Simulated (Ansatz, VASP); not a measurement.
One calculation of RbCaH3, two programs

INCAR

```
ALGO = Normal ; EDIFF = 1E-6
ENCUT = 520 ; GGA = CA
ISIF = 2 ; ISMEAR = 0
LASPH = T ; LCHARG = T
LELF = T ; LREAL = F
LVHAR = T ; LWAVE = F
NBANDS = 19 ; NELM = 80
PREC = Accurate ; SIGMA = 0.05
```

File KPOINTS:

```
k-points
0
Gamma
  6 6 6
```

Contents of POSCAR:

```
RbCaH3
1.0
    4.8880250000      0.0000000000      0.0000000000
    0.0000000000      4.8880250000      0.0000000000
    0.0000000000      0.0000000000      4.5470000000
Rb Ca H
1 1 3
Direct
    0.0000000000      0.0000000000      0.0000000000
    0.5000000000      0.5000000000      0.5000000000
    0.0000000000      0.5000000000      0.5000000000
    0.5000000000      0.0000000000      0.5000000000
    0.5000000000      0.5000000000      0.0000000000
```

Input for Ansatz:

```yaml
crystal:
  lattice:
    - [4.888025, 0.0, 0.0]
    - [0.0, 4.888025, 0.0]
    - [0.0, 0.0, 4.547]
  atoms:
    - { symbol: Rb, position: [0.0, 0.0, 0.0] }
    - { symbol: Ca, position: [0.5, 0.5, 0.5] }
    - { symbol: H, position: [0.0, 0.5, 0.5] }
    - { symbol: H, position: [0.5, 0.0, 0.5] }
    - { symbol: H, position: [0.5, 0.5, 0.0] }
basis:
  ecutwfc: 420
kpoints:
  mp_grid: { grid: [6, 6, 6] }
hamiltonian:
  xc: lda
scf:
  occupations: { method: gaussian, width: 0.05 }
output:
  forces: true
  stress: true
  eigenvalues: true
```

Change from the starting cell: strain +0.0750 x Voigt [1, 1, 0, 0, 0, 0], atoms carried along.

Alike in both runs: task single point; functional LDA; k mesh 6 × 6 × 6; occupations gaussian, width 0.05 eV; no spin polarisation.

|  | VASP | Ansatz |
| --- | --- | --- |
| version | VASP 6.6.1 | Ansatz 0.2.0 |
| potentials or method | VASP PAW LDA potentials, release 64 (Rb_sv, Ca_sv, H), cutoff 520 eV | scalar-relativistic, plane waves, PAW |
| valence electrons in the cell | 22 | 22 |

Ansatz gave:

```
gap on the k mesh at the Fermi level (eV)                     : 2.82
least direct gap on the mesh (eV)                             : 2.96
pressure (GPa)                                                : -4.4
traceless stress, the component that is largest in VASP (GPa) : 1.21
```

**Question.** What did VASP give for the same quantities?

**Answer.** gap on the k mesh at the Fermi level (eV): 2.82; least direct gap on the mesh (eV): 2.96; pressure (GPa): -4.4; traceless stress, the component that is largest in VASP (GPa): 1.22.

LDA's correlation is that of Perdew and Zunger in VASP and of Perdew and Wang (1992) in Ansatz.
